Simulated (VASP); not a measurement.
# W (P6_3/mmc) in VASP: further runs, part 2 of 2

VASP 6.6.1.

### Step 4. Single point, PBE

This run uses another cell than the first one, of 17.07 Å³/atom, 1.053 times its volume.

File INCAR:

```
SYSTEM = W
  PREC = Accurate
  ENCUT = 520
  EDIFF = 1E-7
  ISMEAR = 0
  SIGMA = 0.1
  LREAL = .FALSE.
  LASPH = .TRUE.
  NELM = 60
  ALGO = Normal
  ISIF = 2
  LWAVE = .FALSE.
  LCHARG = .TRUE.
  GGA = PE
  LELF = .TRUE.
  LVHAR = .TRUE.
  NBANDS = 36
```

File KPOINTS:

```
regular mesh
0
G
  9 9 2
  0 0 0
```

File POSCAR:

```
W
1.0
    2.7629137422      0.0000000000      0.0000000000
   -1.3814568711      2.3927534892      0.0000000000
    0.0000000000      0.0000000000     10.3254671299
W
4
Direct
    0.3333333333      0.6666666667      0.3819574750
    0.6666666667      0.3333333333      0.8819574750
    0.6666666667      0.3333333333      0.6180425250
    0.3333333333      0.6666666667      0.1180425250
```

Potentials or basis: VASP PAW PBE potentials, release 64 (W_sv).

Run with:

```
$ cat potpaw_PBE.64/W_sv/POTCAR > POTCAR
$ mpirun -np 1 vasp_std > vasp.out
```

OUTCAR:

```text
SYSTEM = W
   PREC = Accurate
   ENCUT = 520
   EDIFF = 1E-7
   ISMEAR = 0
   LREAL = .FALSE.
   LASPH = .TRUE.
   NELM = 60
   ISIF = 2
   GGA = PE

 ion  position               nearest neighbor table
   1  0.333  0.667  0.382-   4 2.73   3 2.91   3 2.91   3 2.91
   2  0.667  0.333  0.882-   3 2.73   4 2.91   4 2.91   4 2.91
   3  0.667  0.333  0.618-   2 2.73   1 2.91   1 2.91   1 2.91
   4  0.333  0.667  0.118-   1 2.73   2 2.91   2 2.91   2 2.91

  LATTYP: Found a hexagonal cell.
 ALAT       =     2.7629137422
 C/A-ratio  =     3.7371659391

  Lattice vectors:

 A1 = (   2.7629137422,   0.0000000000,   0.0000000000)
 A2 = (  -1.3814568711,   2.3927534892,   0.0000000000)
 A3 = (   0.0000000000,   0.0000000000,  10.3254671299)

Analysis of symmetry for initial positions (statically):
=====================================================================
 Subroutine PRICEL returns:
 Original cell was already a primitive cell.

 Routine SETGRP: Setting up the symmetry group for a
 hexagonal supercell.

[... 169 lines left out ...]

  energy without entropy =      -48.16648729  energy(sigma->0) =      -48.17562894

 E-fermi :  10.2859     XC(G=0): -13.1557

 val. band max:       10.2528102557   @ k =   0.3333   0.3333   0.5000
 cond. band min:      10.3020036984   @ k =   0.1111   0.0000   0.0000
 fundamental gap:      0.0491934427
 Fermi energy:        10.2858752809

 k-point     1 :       0.0000    0.0000    0.0000
  band No.  band energies     occupation
      1     -63.6845      2.00000
      2     -63.6520      2.00000
      3     -63.6440      2.00000
      4     -63.6114      2.00000
      5     -28.5053      2.00000
      6     -28.0389      2.00000
[... 925 lines left out ...]
     35      14.6280      0.00000
     36      14.6280      0.00000

------------------------ aborting loop because EDIFF is reached ----------------------------------------

  FORCE on cell =-STRESS in cart. coord.  units (eV):
  Direction    XX          YY          ZZ          XY          YZ          ZX
  --------------------------------------------------------------------------------------
  -------------------------------------------------------------------------------------
  Total        0.2963334      0.2963334      0.1697094     -0.0000000      0.0000000      0.0000000
  in kB        6.9553055      6.9553055      3.9832854     -0.0000000      0.0000000      0.0000000
  external PRESSURE =       5.9646321 kB  Pullay stress =       0.0000000 kB

 VOLUME and BASIS-vectors are now :
 -----------------------------------------------------------------------------
  energy-cutoff  :      520.00
  volume of cell :       68.26
      direct lattice vectors                 reciprocal lattice vectors
     2.762913742  0.000000000  0.000000000     0.361936743  0.208964276  0.000000000
    -1.381456871  2.392753489  0.000000000     0.000000000  0.417928552  0.000000000
     0.000000000  0.000000000 10.325467130     0.000000000  0.000000000  0.096847919

 POSITION                                       TOTAL-FORCE (eV/Angst)
 -----------------------------------------------------------------------------------
     -0.00000      1.59517      3.94389        -0.000000     -0.000000      0.024013
      1.38146      0.79758      9.10662         0.000000      0.000000      0.024013
      1.38146      0.79758      6.38158         0.000000      0.000000     -0.024013
     -0.00000      1.59517      1.21884        -0.000000     -0.000000     -0.024013
 -----------------------------------------------------------------------------------
    total drift:                               -0.000000      0.000000     -0.000000

  FREE ENERGIE OF THE ION-ELECTRON SYSTEM (eV)
  ---------------------------------------------------
  free  energy   TOTEN  =       -48.1847705920 eV

  energy  without entropy=      -48.1664872850  energy(sigma->0) =      -48.17562894
```

OSZICAR:

```text
N       E                     dE             d eps       ncg     rms          rms(c)
DAV:   1     0.733472867340E+03    0.73347E+03   -0.33538E+04  1728   0.183E+03
DAV:   2    -0.124205903647E+02   -0.74589E+03   -0.73160E+03  1852   0.579E+02
DAV:   3    -0.493930268617E+02   -0.36972E+02   -0.35271E+02  2024   0.124E+02
DAV:   4    -0.504234732252E+02   -0.10304E+01   -0.10067E+01  2068   0.187E+01
DAV:   5    -0.504404126262E+02   -0.16939E-01   -0.16910E-01  2028   0.250E+00    0.369E+01
DAV:   6    -0.486127836132E+02    0.18276E+01   -0.30156E+00  1920   0.121E+01    0.149E+01
DAV:   7    -0.481979187358E+02    0.41486E+00   -0.14346E+00  1968   0.795E+00    0.104E+00
DAV:   8    -0.481870968616E+02    0.10822E-01   -0.28275E-02  2028   0.120E+00    0.467E-01
DAV:   9    -0.481847854857E+02    0.23114E-02   -0.29611E-03  2012   0.389E-01    0.135E-01
DAV:  10    -0.481847781078E+02    0.73779E-05   -0.78285E-05  2056   0.653E-02    0.152E-02
DAV:  11    -0.481847728294E+02    0.52785E-05   -0.25042E-05  1940   0.378E-02    0.108E-02
DAV:  12    -0.481847706864E+02    0.21430E-05   -0.78614E-07  1984   0.700E-03    0.219E-03
DAV:  13    -0.481847705920E+02    0.94422E-07   -0.71103E-08  1064   0.200E-03
   1 F= -.48184771E+02 E0= -.48175629E+02  d E =-.182833E-01
```

It took 53 s on 1 thread of Intel Xeon Platinum 8259CL at 2.50GHz (Skylake/Cascade Lake), shared host; peak memory 0.21 GiB.

What came out:

```yaml
Free_energy: -48.1848 eV
Pressure: 0.6 GPa
Largest_force: 0.024 eV/Å
Band_gap_on_the_k_mesh: zero (band 28 reaches 11.14 eV, above the bottom of band 29 at 9.69 eV)
```

Forces on the atoms (eV/Å):
```
W    0.000  0.000  0.024
W    0.000  0.000  0.024
W    0.000  0.000 -0.024
W    0.000  0.000 -0.024
```

Stress tensor (GPa, compression positive):
```
0.70 0.00 0.00
0.00 0.70 0.00
0.00 0.00 0.40
```

Caveat: spin-orbit coupling is left out, which moves the levels of the heavy elements.

### Step 5. Relaxation of cell and atoms, PBE

File INCAR:

```
PREC     = Accurate       # precision mode
ENCUT    = 600            # plane-wave cutoff, eV
EDIFF    = 1E-7           # SCF threshold, eV
ISMEAR   = 0              # smearing method
SIGMA    = 0.1            # smearing width, eV
LREAL    = False          # projectors in reciprocal space
LASPH    = True           # aspherical terms in the spheres
NELM     = 60             # most SCF steps
ALGO     = Normal         # electronic algorithm
ISIF     = 3              # what is computed and relaxed
LWAVE    = False          # write WAVECAR
LCHARG   = False          # write CHGCAR
GGA      = PE             # functional
IBRION   = 2              # ionic algorithm
NSW      = 90             # ionic steps
EDIFFG   = -0.04          # ionic threshold
```

File KPOINTS:

```
Automatic mesh
0
Gamma
  6 6 4
```

File POSCAR:

```
W
1.0
    3.5666650252      0.0000000000      0.0000000000
   -1.7833325126      3.0888225186      0.0000000000
    0.0000000000      0.0000000000      5.8849972916
W
4
Direct
    0.3333333333      0.6666666667      0.4375000000
    0.6666666667      0.3333333333      0.9375000000
    0.6666666667      0.3333333333      0.5625000000
    0.3333333333      0.6666666667      0.0625000000
```

Run with:

```
$ cat potpaw_PBE.64/W_sv/POTCAR > POTCAR
$ mpirun -np 1 vasp_std > vasp.out
```

It took 28 min on 1 thread of Intel Xeon Platinum 8259CL at 2.50GHz (Skylake/Cascade Lake), shared host; peak memory 0.23 GiB.

Results (log left out):

| Property | Result |
| --- | --- |
| Free energy | -48.1014 eV |
| Relaxed volume | 16.95 Å³/atom |
| Relaxed cell | a = 2.781 Å, b = 2.781 Å, c = 10.126 Å, α = 90.00°, β = 90.00°, γ = 120.00° |
| Space group after relaxing (to 0.05 Å) | P6_3/mmc (No. 194) |
| Energy gained by relaxing | 3921.4 meV/atom |
| Ionic steps | 44 |
| Pressure after relaxing | 0.1 GPa |
| Largest force after relaxing | 0.010 eV/Å |
| Band gap on the k mesh | zero (band 28 reaches 11.40 eV, above the bottom of band 29 at 10.01 eV) |

Forces in eV/Å, atoms in the order of the input:
```
W    0.000  0.000 -0.010
W    0.000  0.000 -0.010
W    0.000  0.000  0.010
W    0.000  0.000  0.010
```

Stress tensor (GPa, compression positive):
```
-0.06  0.00  0.00
 0.00 -0.06  0.00
 0.00  0.00  0.37
```

The path:
```tsv
step	energy change (eV)	largest force (eV/Å)	pressure (GPa)	volume (Å³)
1	0.0000	1.9739	121.41	64.83
3	0.1440	0.3026	-21.19	179.47
5	-8.9354	0.6084	4.86	95.16
7	-8.9832	0.6616	0.15	98.65
9	-9.1260	0.9491	-1.49	99.44
11	-10.8740	3.6096	4.83	89.52
13	-14.4513	2.4228	11.50	71.69
15	-14.4863	2.1979	10.56	70.93
17	-14.5533	1.9415	7.12	71.23
19	-14.8018	0.9929	-6.15	74.26
21	-14.8614	0.8859	-6.53	74.01
23	-14.8569	0.0824	5.68	69.18
25	-15.0056	0.6427	-1.10	71.30
27	-15.1542	0.2577	1.59	68.95
29	-15.1851	0.0522	5.86	67.10
31	-15.4265	0.3558	-7.82	70.05
33	-15.4366	0.5221	-9.49	70.51
35	-15.5550	0.7226	-9.02	70.39
37	-15.6592	0.5445	-0.40	67.87
39	-15.6690	0.4140	1.37	67.42
41	-15.6765	0.3409	0.15	67.88
43	-15.6854	0.0244	0.55	67.68
44	-15.6857	0.0098	0.09	67.81
```

Final structure:
```
W
1.0
     2.78066    0.00000    0.00000
    -1.39033    2.40812    0.00000
     0.00000    0.00000   10.12614
W
4
Direct
  0.33333 0.66667 0.38126
  0.66667 0.33333 0.88126
  0.66667 0.33333 0.61874
  0.33333 0.66667 0.11874
```

Levels at points of the mesh, in eV from the Fermi level:
```
           k point  band 24  band 25  band 26  band 27  band 28  band 29  band 30  band 31  band 32  band 33
(0.00, 0.00, 0.00)    -0.86    -0.86    -0.76    -0.61    -0.61    -0.47    -0.47    -0.17    -0.17     1.59
(0.50, 0.00, 0.00)    -1.86    -1.76    -1.20    -0.44     0.92     1.07     1.70     2.85     3.21     5.28
(0.00, 0.00, 0.50)    -1.17    -0.75    -0.75    -0.75    -0.75    -0.32    -0.32    -0.32    -0.32     1.95
(0.50, 0.00, 0.50)    -2.76    -0.53    -0.53     0.03     0.03     0.75     0.75     3.20     3.20     4.26
```

Caveat: spin-orbit coupling is left out, which moves the levels of the heavy elements.

### Step 6. Relaxation of cell and atoms, PBE

This run uses another cell than the first one, of 16.97 Å³/atom, 1.047 times its volume.

File INCAR:

```
  PREC = Accurate
  ENCUT = 600
  EDIFF = 1E-7
  ISMEAR = 0
  SIGMA = 0.1
  LREAL = False
  LASPH = True
  NELM = 100
  ALGO = Normal
  ISIF = 3
  LWAVE = False
  LCHARG = False
  GGA = PE
  IBRION = 2
  NSW = 90
  EDIFFG = -0.04
```

File KPOINTS:

```
Automatic mesh
0
Gamma
  9 9 2
```

File POSCAR:

```
W
1.0
    2.7733915374      0.0000000000      0.0000000000
   -1.3866957687      2.4018275260      0.0000000000
    0.0000000000      0.0000000000     10.1920557088
W
4
Direct
    0.3333333333      0.6666666667      0.3811494976
    0.6666666667      0.3333333333      0.8811494976
    0.6666666667      0.3333333333      0.6188505024
    0.3333333333      0.6666666667      0.1188505024
```

Potentials or basis: VASP PAW PBE potentials, release 64 (W_sv).

Run with:

```
$ cat potpaw_PBE.64/W_sv/POTCAR > POTCAR
$ mpirun -np 1 vasp_std > vasp.out
```

OUTCAR:

```text
PREC = Accurate
   ENCUT = 600
   EDIFF = 1E-7
   ISMEAR = 0
   LREAL = False
   LASPH = True
   NELM = 100
   ISIF = 3
   GGA = PE
   IBRION = 2
   NSW = 90
   EDIFFG = -0.04

 ion  position               nearest neighbor table
   1  0.333  0.667  0.381-   4 2.67   3 2.90   3 2.90   3 2.90
   2  0.667  0.333  0.881-   3 2.67   4 2.90   4 2.90   4 2.90
   3  0.667  0.333  0.619-   2 2.67   1 2.90   1 2.90   1 2.90
   4  0.333  0.667  0.119-   1 2.67   2 2.90   2 2.90   2 2.90

  LATTYP: Found a hexagonal cell.
 ALAT       =     2.7733915374
 C/A-ratio  =     3.6749429611

  Lattice vectors:

 A1 = (   2.7733915374,   0.0000000000,   0.0000000000)
 A2 = (  -1.3866957687,   2.4018275260,   0.0000000000)
 A3 = (   0.0000000000,   0.0000000000,  10.1920557088)

Analysis of symmetry for initial positions (statically):
=====================================================================
 Subroutine PRICEL returns:
 Original cell was already a primitive cell.

 Routine SETGRP: Setting up the symmetry group for a
 hexagonal supercell.

 Subroutine GETGRP returns: Found 24 space group operations
 (whereof 12 operations were pure point group operations)
 out of a pool of 24 trial point group operations.

The static configuration has the point symmetry D_3d.
 The point group associated with its full space group is D_6h.

Analysis of symmetry for dynamics (positions and initial velocities):
=====================================================================
 Subroutine PRICEL returns:
 Original cell was already a primitive cell.

 Routine SETGRP: Setting up the symmetry group for a
 hexagonal supercell.

 Subroutine GETGRP returns: Found 24 space group operations
 (whereof 12 operations were pure point group operations)
 out of a pool of 24 trial point group operations.

The dynamic configuration has the point symmetry D_3d.
 The point group associated with its full space group is D_6h.

 Subroutine INISYM returns: Found 24 space group operations
[... 109 lines left out ...]
   TEBEG  =    0.0;   TEEND  =   0.0 temperature during run
   PSTRESS=    0.0 pullay stress
   NELECT =      56.0000    total number of electrons
   NUPDOWN=      -1.0000    fix difference up-down
   EMIN   =  10.00;   EMAX   =-10.00  energy-range for DOS
   EFERMI =   0.00;   METHOD = LEGACY
   ISMEAR =     0;   SIGMA  =   0.10  broadening in eV -4-tet -1-fermi 0-gaus
   EFERMI_NEDOS =   21; number of points for ismear=-14 and -15
   IALGO  =     38    algorithm
   IMIX   =      4    mixing-type and parameters
     AMIX     =   0.40;   BMIX     =  1.00
     AMIX_MAG =   1.60;   BMIX_MAG =  1.00
  volume/ion in A,a.u.               =      16.97       114.54
  Fermi-wavevector in a.u.,A,eV,Ry     =   1.535321  2.901336 32.071805  2.357211
  Thomas-Fermi vector in A             =   2.642126
   LORBIT       =      0    0 simple, 1 ext, 2 COOP (PROOUT), +10 PAW based schemes
   GGA     = PE    functional components
   LHFCALC =     F    Hartree Fock is set to
   AEXX    =    0.0000 exact exchange contribution
   IVDW    =     0    specifies the selected vdW correction
   LEPSILON=     F    determine dielectric tensor
   LRPA    =     F    only Hartree local field effects (RPA)
 conjugate gradient relaxation of ions
 non-spin polarized calculation
 Gauss-broadening in eV      SIGMA  =   0.10
  energy-cutoff  :      600.00
  volume of cell :       67.89
 maximum number of plane-waves:      2297
 NGX is ok and might be reduce to    24
   NGX = 11   NGY = 11   NGZ = 41

--------------------------------------- Ionic step        1  -------------------------------------------

 number of electron      55.9999995 magnetization

 Free energy of the ion-electron system (eV)
  ---------------------------------------------------
  ext. energy  EPLUGINS =         0.00000000
  ---------------------------------------------------
  free energy    TOTEN  =       -48.16696580 eV

  energy without entropy =      -48.14128940  energy(sigma->0) =      -48.15412760

------------------------ aborting loop because EDIFF is reached ----------------------------------------

  FORCE on cell =-STRESS in cart. coord.  units (eV):
  Direction    XX          YY          ZZ          XY          YZ          ZX
  --------------------------------------------------------------------------------------
  -------------------------------------------------------------------------------------
  Total       -0.1910176     -0.1910176      2.2134323      0.0000000      0.0000000      0.0000000
  in kB       -4.5078471     -4.5078471     52.2350525      0.0000000      0.0000000      0.0000000
  external PRESSURE =      14.4064528 kB  Pullay stress =       0.0000000 kB
[... 177 lines left out ...]
--------------------------------------- Ionic step        6  -------------------------------------------

 number of electron      55.9999998 magnetization

 Free energy of the ion-electron system (eV)
  ---------------------------------------------------
  ext. energy  EPLUGINS =         0.00000000
  ---------------------------------------------------
  free energy    TOTEN  =       -48.18561653 eV

  energy without entropy =      -48.16755720  energy(sigma->0) =      -48.17658687

 E-fermi :  10.2561     XC(G=0): -13.1439

 val. band max:       10.2240911356   @ k =   0.3333   0.3333   0.5000
 cond. band min:      10.2724600127   @ k =   0.1111   0.0000   0.0000
 fundamental gap:      0.0483688771
 Fermi energy:        10.2560810690

 k-point     1 :       0.0000    0.0000    0.0000
  band No.  band energies     occupation
      1     -63.7155      2.00000
      2     -63.6834      2.00000
      3     -63.6750      2.00000
      4     -63.6427      2.00000
      5     -28.5319      2.00000
      6     -28.0703      2.00000
[... 884 lines left out ...]
  FREE ENERGIE OF THE ION-ELECTRON SYSTEM (eV)
  ---------------------------------------------------
  free  energy   TOTEN  =       -48.1856165312 eV

  energy  without entropy=      -48.1675572028  energy(sigma->0) =      -48.17658687

 reached required accuracy - stopping structural energy minimisation
```

CONTCAR:

```text
W
   1.00000000000000
     2.7653355044850905    0.0000000000000000   -0.0000000000000000
    -1.3826677522425452    2.3948507968422188   -0.0000000000000000
     0.0000000000000000   -0.0000000000000000   10.3289144298437225
  W
     4
Direct
     0.3333333332999970    0.6666666667000030    0.3820591970668085
     0.6666666667000030    0.3333333332999970    0.8820591970668086
     0.6666666667000030    0.3333333332999970    0.6179408029331914
     0.3333333332999970    0.6666666667000030    0.1179408029331915

  0.00000000E+00  0.00000000E+00  0.00000000E+00
  0.00000000E+00  0.00000000E+00  0.00000000E+00
  0.00000000E+00  0.00000000E+00  0.00000000E+00
  0.00000000E+00  0.00000000E+00  0.00000000E+00
```

Run time: 3.9 min. Hardware: 1 thread of Intel Xeon Platinum 8259CL at 2.50GHz (Skylake/Cascade Lake), shared host; peak memory 0.23 GiB.

What came out:

```yaml
Free_energy: -48.1856 eV
Relaxed_volume: 17.10 Å³/atom
Relaxed_cell: a = 2.765 Å, b = 2.765 Å, c = 10.329 Å, α = 90.00°, β = 90.00°, γ = 120.00°
Space_group_after_relaxing_to_0.05_Å: P6_3/mmc (No. 194)
Energy_gained_by_relaxing: 4.7 meV/atom
Ionic_steps: 6
Pressure_after_relaxing: 0.1 GPa
Largest_force_after_relaxing: 0.006 eV/Å
Band_gap_on_the_k_mesh: zero (band 28 reaches 11.11 eV, above the bottom of band 29 at 9.67 eV)
```

Forces in eV/Å, atoms in the order of the input:
```
W    0.000  0.000  0.006
W    0.000  0.000  0.006
W    0.000  0.000 -0.006
W    0.000  0.000 -0.006
```

The path:
```
step  energy change (eV)  largest force (eV/Å)  pressure (GPa)  volume (Å³)
   1              0.0000                0.1266            1.44        67.89
   2             -0.0014                0.1041           -3.06        69.38
   3             -0.0162                0.1165           -0.99        68.66
   4             -0.0131                0.0073            2.12        67.94
   5             -0.0179                0.0797            0.14        68.39
   6             -0.0187                0.0061            0.11        68.40
```

Final structure:
```cif
data_structure
_symmetry_space_group_name_H-M 'P 1'
_symmetry_Int_Tables_number 1
_cell_length_a 2.7653
_cell_length_b 2.7653
_cell_length_c 10.3289
_cell_angle_alpha 90.000
_cell_angle_beta 90.000
_cell_angle_gamma 120.000
_cell_volume 68.40
loop_
_atom_site_label
_atom_site_type_symbol
_atom_site_fract_x
_atom_site_fract_y
_atom_site_fract_z
_atom_site_occupancy
W1 W 0.33333 0.66667 0.38206 1
W2 W 0.66667 0.33333 0.88206 1
W3 W 0.66667 0.33333 0.61794 1
W4 W 0.33333 0.66667 0.11794 1
```

Caveat: spin-orbit coupling is left out, which moves the levels of the heavy elements.

### Step 7. The runs side by side

| task | cell | k mesh | cutoff (eV) | gap on the mesh (eV) | pressure (GPa) | relaxed volume (Å³/atom) | largest force (eV/Å) |
| --- | --- | --- | --- | --- | --- | --- | --- |
| single point | a = 3.567, b = 3.567, c = 5.885 Å, angles 90.0, 90.0, 120.0°, 4 atoms | 6 × 6 × 4 | 520 | none | 121.3 | - | 1.97 |
| single point | a = 2.773, b = 2.773, c = 10.192 Å, angles 90.0, 90.0, 120.0°, 4 atoms | 6 × 6 × 4 | 520 | none | 0.6 | - | 0.02 |
| single point | a = 2.763, b = 2.763, c = 10.325 Å, angles 90.0, 90.0, 120.0°, 4 atoms | 9 × 9 × 2 | 520 | none | 0.6 | - | 0.02 |
| relaxation of cell and atoms | relaxed from a = 3.567, b = 3.567, c = 5.885 Å, angles 90.0, 90.0, 120.0°, 4 atoms | 6 × 6 × 4 | 600 | none | 0.1 | 16.95 | 0.01 |
| relaxation of cell and atoms | relaxed from a = 2.773, b = 2.773, c = 10.192 Å, angles 90.0, 90.0, 120.0°, 4 atoms | 9 × 9 × 2 | 600 | none | 0.1 | 17.10 | 0.01 |

Alike in all rows: level PBE; potentials or basis VASP PAW PBE potentials, release 64 (W_sv); no spin polarisation; smearing gaussian 0.1 eV.

Caveats: some runs use coarse meshes; spin-orbit coupling is left out, which moves the levels of the heavy elements; forces of over 1 eV/Å act on the atoms, so gaps and moduli don't describe the material at rest (some runs).

Total energies depend on the potentials used, so only differences within one code and one set of settings carry meaning.
